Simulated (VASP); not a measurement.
A run of VASP 6.6.1:

The input INCAR:

```
ALGO     = Normal         # electronic algorithm
EDIFF    = 1E-6           # SCF threshold, eV
ENCUT    = 500            # plane-wave cutoff, eV
GGA      = PE             # functional
GGA_COMPAT= False        
ISIF     = 2              # what is computed and relaxed
ISMEAR   = 0              # smearing method
IVDW     = 12             # dispersion correction
LASPH    = True           # aspherical terms in the spheres
LCHARG   = True           # write CHGCAR
LELF     = True           # ELF
LREAL    = False          # projectors in reciprocal space
LVHAR    = True         
LWAVE    = False          # write WAVECAR
NBANDS   = 8              # bands
NELM     = 120            # most SCF steps
PREC     = Accurate       # precision mode
SIGMA    = 0.1            # smearing width, eV
```

Contents of KPOINTS:

```
k-points
0
Gamma
  18 18 18
```

Contents of POSCAR:

```
Al
1.0
    0.0000000000      1.9911158446      1.9911158446
    1.9911158446      0.0000000000      1.9911158446
    1.9911158446      1.9911158446      0.0000000000
Al
1
Direct
    0.0000000000      0.0000000000      0.0000000000
```

Potentials or basis: VASP PAW PBE potentials, release 64 (Al).

Command:

```console
$ cat potpaw_PBE.64/Al/POTCAR > POTCAR
$ mpirun -np 1 vasp_std > vasp.out
```

Hardware: 1 thread of Intel Xeon 6975P-C, on a shared host.

Question: How long does it take, and how much memory?

Answer: It took 10 s on 1 thread of Intel Xeon 6975P-C, on a shared host, peak memory 0.15 GiB. Counts: scf iterations 10, k points 195.
